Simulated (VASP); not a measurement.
# Mg3Sb2 (P-3m1) in VASP: a series of runs

The runs below take Mg3Sb2 through single point, relaxation of cell and atoms, with PBEsol.

Program: VASP 6.6.1. These are calculated values, not measurements. Logs are shortened: lines on timing, memory, paths and dates and some standing lists are left out, and cuts for length are marked.

## Step 1: The cell of the first run

Symmetry: P-3m1, No. 164, trigonal system. Conventional cell: a = 4.551 Å, b = 4.551 Å, c = 7.181 Å, α = 90.00°, β = 90.00°, γ = 120.00°. Within 3.7 Å of Mg (site symmetry 3m) lie 4 Sb at 2.82 to 2.93 Å and 3 Mg at 3.25 Å. Mg (site symmetry -3m) has 6 Sb at 3.08 Å and 6 Mg at 3.72 Å within 4.1 Å. Sb (site symmetry 3m) has 7 Mg at 2.82 to 3.08 Å within 3.7 Å.

## Step 2: Single point, PBEsol

INCAR

```
SYSTEM = Mg3Sb2
  PREC = Accurate
  ENCUT = 520
  EDIFF = 1E-7
  ISMEAR = 0
  SIGMA = 0.01
  LREAL = .FALSE.
  LASPH = .TRUE.
  NELM = 100
  ALGO = Normal
  ISIF = 2
  LWAVE = .FALSE.
  LCHARG = .FALSE.
  GGA = PS
  NBANDS = 16
```

KPOINTS

```
Automatic mesh
0
G
  9 9 6
  0 0 0
```

POSCAR

```
Mg3Sb2
1.0
    4.5511788349      0.0000000000      0.0000000000
   -2.2755894175      3.9414364882      0.0000000000
    0.0000000000      0.0000000000      7.1814292706
Mg Sb
3 2
Direct
    0.3333333333      0.6666666667      0.6325933546
    0.6666666667      0.3333333333      0.3674066454
    0.0000000000      0.0000000000      0.0000000000
    0.3333333333      0.6666666667      0.2241419983
    0.6666666667      0.3333333333      0.7758580017
```

Potentials or basis: VASP PAW PBE potentials, release 64 (Mg, Sb).

Run with:

```console
$ cat potpaw_PBE.64/Mg/POTCAR potpaw_PBE.64/Sb/POTCAR > POTCAR
$ mpirun -np 1 vasp_std > vasp.out
```

OUTCAR:

```text
SYSTEM = Mg3Sb2
   PREC = Accurate
   ENCUT = 520
   EDIFF = 1E-7
   ISMEAR = 0
   LREAL = .FALSE.
   LASPH = .TRUE.
   NELM = 100
   ISIF = 2
   GGA = PS

 ion  position               nearest neighbor table
   1  0.333  0.667  0.633-   5 2.82   5 2.82   5 2.82   4 2.93   2 3.25   2 3.25   2 3.25
   2  0.667  0.333  0.367-   4 2.82   4 2.82   4 2.82   5 2.93   1 3.25   1 3.25   1 3.25
   3  0.000  0.000  0.000-   4 3.08   5 3.08   5 3.08   4 3.08   5 3.08   4 3.08
   4  0.333  0.667  0.224-   2 2.82   2 2.82   2 2.82   1 2.93   3 3.08   3 3.08   3 3.08
   5  0.667  0.333  0.776-   1 2.82   1 2.82   1 2.82   2 2.93   3 3.08   3 3.08   3 3.08

  LATTYP: Found a hexagonal cell.
 ALAT       =     4.5511788349
 C/A-ratio  =     1.5779272868

  Lattice vectors:

 A1 = (   4.5511788349,   0.0000000000,   0.0000000000)
 A2 = (  -2.2755894175,   3.9414364882,   0.0000000000)
 A3 = (   0.0000000000,   0.0000000000,   7.1814292706)

Analysis of symmetry for initial positions (statically):
=====================================================================
 Subroutine PRICEL returns:
 Original cell was already a primitive cell.

 Routine SETGRP: Setting up the symmetry group for a
 hexagonal supercell.

 Subroutine GETGRP returns: Found 12 space group operations
 (whereof 12 operations were pure point group operations)
 out of a pool of 24 trial point group operations.

The static configuration has the point symmetry D_3d.

Analysis of symmetry for dynamics (positions and initial velocities):
=====================================================================
 Subroutine PRICEL returns:
 Original cell was already a primitive cell.

 Routine SETGRP: Setting up the symmetry group for a
 hexagonal supercell.

 Subroutine GETGRP returns: Found 12 space group operations
 (whereof 12 operations were pure point group operations)
 out of a pool of 24 trial point group operations.

The dynamic configuration has the point symmetry D_3d.

 Subroutine INISYM returns: Found 12 space group operations
 (whereof 12 operations are pure point group operations),
 and found     1 'primitive' translations

----------------------------------------------------------------------------------------

                                     Primitive cell

  volume of cell :     128.8218

  direct lattice vectors                    reciprocal lattice vectors
     4.551178835  0.000000000  0.000000000     0.219723293  0.126857302  0.000000000
    -2.275589417  3.941436488  0.000000000     0.000000000  0.253714605  0.000000000
     0.000000000  0.000000000  7.181429271     0.000000000  0.000000000  0.139248047

  length of vectors
     4.551178835  4.551178835  7.181429271     0.253714605  0.253714605  0.139248047

  position of ions in fractional coordinates (direct lattice)
     0.333333333  0.666666667  0.632593355
     0.666666667  0.333333333  0.367406645
     0.000000000  0.000000000  0.000000000
     0.333333333  0.666666667  0.224141998
     0.666666667  0.333333333  0.775858002

  ion indices of the primitive-cell ions
   primitive index   ion index
                 1           1
                 2           2
                 3           3
                 4           4
                 5           5

----------------------------------------------------------------------------------------

 KPOINTS: Automatic mesh

Automatic generation of k-mesh.
 Grid dimensions read from file:
 generate k-points for:    9    9    6

 Generating k-lattice:

  Cartesian coordinates                     Fractional coordinates (reciprocal lattice)
     0.024413699  0.014095256  0.000000000     0.111111111  0.000000000  0.000000000
     0.000000000  0.028190512  0.000000000     0.000000000  0.111111111  0.000000000
     0.000000000  0.000000000  0.023208008     0.000000000  0.000000000  0.166666667

  Length of vectors
     0.028190512  0.028190512  0.023208008

  Shift w.r.t. Gamma in fractional coordinates (k-lattice)
     0.000000000  0.000000000  0.000000000

 Subroutine IBZKPT returns following result:
 ===========================================

 Found     62 irreducible k-points:

 Following reciprocal coordinates:
            Coordinates               Weight
  0.000000  0.000000  0.000000      1.000000
  0.111111 -0.000000  0.000000      6.000000
  0.222222 -0.000000  0.000000      6.000000
  0.333333 -0.000000  0.000000      6.000000
  0.444444 -0.000000  0.000000      6.000000
  0.111111  0.111111  0.000000      6.000000
[... 16 lines left out ...]
  0.222222  0.111111  0.166667     12.000000
 -0.111111  0.333333  0.166667     12.000000
 [... further k-points ...]
   k-points           NKPTS =     62   k-points in BZ     NKDIM =     62   number of bands    NBANDS=     16
   number of dos      NEDOS =    301   number of ions     NIONS =      5
   total plane-waves  NPLWV =  69984
   dimension x,y,z NGX =    36 NGY =   36 NGZ =   54
   dimension x,y,z NGXF=    72 NGYF=   72 NGZF=  108
   ions per type =               3   2
   NGX,Y,Z   is equivalent  to a cutoff of  13.15, 13.15, 12.50 a.u.
   NGXF,Y,Z  is equivalent  to a cutoff of  26.30, 26.30, 25.00 a.u.
 SYSTEM =  Mg3Sb2
   PREC   = accura    normal or accurate (medium, high low for compatibility)
   ISTART =      0    job   : 0-new  1-cont  2-samecut
   ICHARG =      2    charge: 1-file 2-atom 10-const
   ISPIN  =      1    spin polarized calculation?
   LNONCOLLINEAR =      F non collinear calculations
   LSORBIT =      F    spin-orbit coupling
   LASPH  =      T    aspherical Exc in radial PAW
   ENCUT  =  520.0 eV  38.22 Ry    6.18 a.u.   8.46  8.46 13.35*2*pi/ulx,y,z
   NELM   =    100;   NELMIN=  2; NELMDL= -5     # of ELM steps
   EDIFF  = 0.1E-06   stopping-criterion for ELM
   LREAL  =      F    real-space projection
   EDIFFG = 0.1E-05   stopping-criterion for IOM
   NSW    =      0    number of steps for IOM
   IBRION =     -1    ionic relax: 0-MD 1-quasi-New 2-CG
   NFREE  =      0    steps in history (QN), initial steepest desc. (CG)
   ISIF   =      2    stress and relaxation
   ISYM   =      2    0-nonsym 1-usesym 2-fastsym
   POTIM  = 0.5000    time-step for ionic-motion
   TEBEG  =    0.0;   TEEND  =   0.0 temperature during run
   PSTRESS=    0.0 pullay stress
   NELECT =      16.0000    total number of electrons
   NUPDOWN=      -1.0000    fix difference up-down
   EMIN   =  10.00;   EMAX   =-10.00  energy-range for DOS
   EFERMI =   0.00;   METHOD = LEGACY
   ISMEAR =     0;   SIGMA  =   0.01  broadening in eV -4-tet -1-fermi 0-gaus
   EFERMI_NEDOS =   21; number of points for ismear=-14 and -15
   IALGO  =     38    algorithm
   IMIX   =      4    mixing-type and parameters
     AMIX     =   0.40;   BMIX     =  1.00
     AMIX_MAG =   1.60;   BMIX_MAG =  1.00
  volume/ion in A,a.u.               =      25.76       173.87
  Fermi-wavevector in a.u.,A,eV,Ry     =   0.816805  1.543538  9.077404  0.667170
  Thomas-Fermi vector in A             =   1.927139
   LORBIT       =      0    0 simple, 1 ext, 2 COOP (PROOUT), +10 PAW based schemes
   GGA     = PS    functional components
   LHFCALC =     F    Hartree Fock is set to
   AEXX    =    0.0000 exact exchange contribution
   IVDW    =     0    specifies the selected vdW correction
   LEPSILON=     F    determine dielectric tensor
   LRPA    =     F    only Hartree local field effects (RPA)
 non-spin polarized calculation
 Gauss-broadening in eV      SIGMA  =   0.01
  energy-cutoff  :      520.00
  volume of cell :      128.82
 maximum number of plane-waves:      3519
 NGX is ok and might be reduce to    36
   NGX = 17   NGY = 17   NGZ = 27

 number of electron      16.0000000 magnetization

 Free energy of the ion-electron system (eV)
  ---------------------------------------------------
  ext. energy  EPLUGINS =         0.00000000
  ---------------------------------------------------
  free energy    TOTEN  =       -16.16053181 eV

  energy without entropy =      -16.16053181  energy(sigma->0) =      -16.16053181

 E-fermi :   4.6077     XC(G=0):  -8.9524

 val. band max:        4.5566449282   @ k =   0.0000   0.0000   0.0000
 cond. band min:       4.6562099250   @ k =   0.0000   0.4444   0.3333
 fundamental gap:      0.0995649968
 Fermi energy:         4.6077047230

 k-point     1 :       0.0000    0.0000    0.0000
  band No.  band energies     occupation
      1      -5.8984      2.00000
      2      -4.5954      2.00000
      3      -0.4911      2.00000
      4       3.3934      2.00000
      5       3.3934      2.00000
      6       4.1181      2.00000
[... 8 lines left out ...]
     15       8.6010      0.00000
     16       9.5131      0.00000

 k-point     2 :       0.1111   -0.0000    0.0000
  band No.  band energies     occupation
      1      -5.8113      2.00000
      2      -4.5444      2.00000
      3      -0.3829      2.00000
      4       2.5965      2.00000
      5       3.1452      2.00000
      6       3.3655      2.00000
[... 8 lines left out ...]
     15       8.6180      0.00000
     16       8.8077      0.00000

 k-point     3 :       0.2222   -0.0000    0.0000
  band No.  band energies     occupation
      1      -5.5618      2.00000
      2      -4.4172      2.00000
      3      -0.0664      2.00000
      4       1.3714      2.00000
      5       2.2749      2.00000
      6       2.7184      2.00000
[... 8 lines left out ...]
     15       8.8536      0.00000
     16       9.3919      0.00000
[... 362 lines left out ...]
 k-point    23 :       0.2222    0.1111    0.1667
  band No.  band energies     occupation
      1      -5.2805      2.00000
      2      -4.4155      2.00000
      3       0.3040      2.00000
      4       0.9673      2.00000
      5       1.4505      2.00000
      6       2.3411      2.00000
[... 8 lines left out ...]
     15       9.5403      0.00000
     16       9.8901      0.00000

 k-point    24 :      -0.1111    0.3333    0.1667
  band No.  band energies     occupation
      1      -5.2820      2.00000
      2      -4.4120      2.00000
      3       0.1952      2.00000
      4       1.1691      2.00000
      5       1.4166      2.00000
      6       2.3382      2.00000
[... 8 lines left out ...]
     15       9.5800      0.00000
     16      10.2010      0.00000

 [... further k-points ...]

------------------------ aborting loop because EDIFF is reached ----------------------------------------

  FORCE on cell =-STRESS in cart. coord.  units (eV):
  Direction    XX          YY          ZZ          XY          YZ          ZX
  --------------------------------------------------------------------------------------
  -------------------------------------------------------------------------------------
  Total        0.0884610      0.0884610      0.0954771     -0.0000000      0.0000000     -0.0000000
  in kB        1.1002042      1.1002042      1.1874646     -0.0000000      0.0000000     -0.0000000
  external PRESSURE =       1.1292910 kB  Pullay stress =       0.0000000 kB

 VOLUME and BASIS-vectors are now :
 -----------------------------------------------------------------------------
  energy-cutoff  :      520.00
  volume of cell :      128.82
      direct lattice vectors                 reciprocal lattice vectors
     4.551178835  0.000000000  0.000000000     0.219723293  0.126857302  0.000000000
    -2.275589417  3.941436488  0.000000000     0.000000000  0.253714605  0.000000000
     0.000000000  0.000000000  7.181429271     0.000000000  0.000000000  0.139248047

 POSITION                                       TOTAL-FORCE (eV/Angst)
 -----------------------------------------------------------------------------------
     -0.00000      2.62762      4.54292        -0.000000      0.000000     -0.004721
      2.27559      1.31381      2.63850        -0.000000     -0.000000      0.004721
      0.00000      0.00000      0.00000         0.000000      0.000000      0.000000
     -0.00000      2.62762      1.60966        -0.000000     -0.000000     -0.017582
      2.27559      1.31381      5.57177         0.000000      0.000000      0.017582
 -----------------------------------------------------------------------------------
    total drift:                               -0.000000      0.000000     -0.000000

  FREE ENERGIE OF THE ION-ELECTRON SYSTEM (eV)
  ---------------------------------------------------
  free  energy   TOTEN  =       -16.1605318117 eV

  energy  without entropy=      -16.1605318117  energy(sigma->0) =      -16.16053181
```

Run time: 93 s. Hardware: 1 thread of AMD EPYC 7R43 (Zen 3), shared host; peak memory 0.28 GiB.

Results:

```
Free energy            : -16.1605 eV
Pressure               : 0.1 GPa
Largest force          : 0.018 eV/Å
Band gap on the k mesh : 0.10 eV, indirect (least direct gap 1.10 eV)
```

Forces on the atoms (eV/Å):
```
Mg   0.000  0.000 -0.005
Mg   0.000  0.000  0.005
Mg   0.000  0.000  0.000
Sb   0.000  0.000 -0.018
Sb   0.000  0.000  0.018
```

Caveat: the PAW data sets were made with another functional, which shifts forces and pressure a little; spin-orbit coupling is left out, which moves the levels of the heavy elements.

## Step 3: Relaxation of cell and atoms, PBEsol

This run uses another cell than the first one, of 26.60 Å³/atom, 1.032 times its volume.

INCAR

```
ALGO     = Normal         # electronic algorithm
EDIFF    = 1E-7           # SCF threshold, eV
EDIFFG   = -0.005         # ionic threshold
ENCUT    = 600            # plane-wave cutoff, eV
GGA      = PS             # functional
GGA_COMPAT= False        
IBRION   = 2              # ionic algorithm
ISIF     = 3              # what is computed and relaxed
ISMEAR   = 0              # smearing method
LASPH    = True           # aspherical terms in the spheres
LCHARG   = False          # write CHGCAR
LREAL    = False          # projectors in reciprocal space
LWAVE    = False          # write WAVECAR
NELM     = 120            # most SCF steps
NELMIN   = 4            
NSW      = 70             # ionic steps
PREC     = Accurate       # precision mode
SIGMA    = 0.01           # smearing width, eV
```

KPOINTS

```
k-points
0
Gamma
  9 9 6
```

POSCAR

```
Mg3Sb2
1.0
    4.5952433795      0.0000000000      0.0000000000
   -2.2976216898      3.9795975032      0.0000000000
    0.0000000000      0.0000000000      7.2730418868
Mg Sb
3 2
Direct
    0.3333333333      0.6666666667      0.6322157793
    0.6666666667      0.3333333333      0.3677842207
    0.0000000000      0.0000000000      0.0000000000
    0.3333333333      0.6666666667      0.2257195762
    0.6666666667      0.3333333333      0.7742804238
```

Potentials or basis: VASP PAW PBE potentials, release 64 (Mg, Sb).

Run with:

```console
$ cat potpaw_PBE.64/Mg/POTCAR potpaw_PBE.64/Sb/POTCAR > POTCAR
$ mpirun -np 1 vasp_std > vasp.out
```

It took 3.5 min on 1 thread of Intel Xeon 6975P-C (Granite Rapids), shared host; peak memory 0.4 GiB.

The run converged. Its results:

```
Free energy                            : -16.1611 eV
Relaxed volume                         : 25.82 Å³/atom
Relaxed cell                           : a = 4.554 Å, b = 4.554 Å, c = 7.187 Å, α = 90.00°, β = 90.00°, γ = 120.00°
Space group after relaxing (to 0.05 Å) : P-3m1 (No. 164)
Energy gained by relaxing              : 3.2 meV/atom
Ionic steps                            : 6
Pressure after relaxing                : 0.0 GPa
Band gap on the k mesh                 : 0.10 eV, indirect (least direct gap 1.09 eV)
```

Forces in eV/Å, atoms in the order of the input:
```
Mg   0.000  0.000 -0.002
Mg   0.000  0.000  0.002
Mg   0.000  0.000  0.000
Sb   0.000  0.000  0.000
Sb   0.000  0.000  0.000
```

Step by step:
```
step  energy change (eV)  largest force (eV/Å)  pressure (GPa)  volume (Å³)
   1              0.0000                0.0139           -1.26       133.00
   2             -0.0149                0.0785            0.11       129.02
   3             -0.0150                0.0735            0.00       129.30
   4             -0.0155                0.0536            0.00       129.24
   5             -0.0160                0.0114            0.00       129.12
   6             -0.0160                0.0020            0.00       129.08
```

Final structure:
```xyz
5
Lattice="4.5539 0.0000 0.0000 -2.2770 3.9438 0.0000 0.0000 0.0000 7.1874" Properties=species:S:1:pos:R:3 pbc="T T T"
Mg    0.0000    2.6292    4.5456
Mg    2.2770    1.3146    2.6418
Mg   -2.2770    3.9438    0.0000
Sb    0.0000    2.6292    1.6089
Sb    2.2770    1.3146    5.5785
```

Levels at points of the mesh, in eV from the valence-band top:
```
           k point  band 5  band 6  band 7  band 8  band 9  band 10  band 11  band 12
(0.00, 0.00, 0.00)   -1.16   -0.43   -0.43    0.00    1.09     1.16     3.00     3.00
(0.00, 0.00, 0.50)   -0.82   -0.82   -0.80   -0.80    1.69     1.84     2.65     2.65
```

Caveat: the PAW data sets were made with another functional, which shifts forces and pressure a little; spin-orbit coupling is left out, which moves the levels of the heavy elements. A k mesh can miss the band edges.
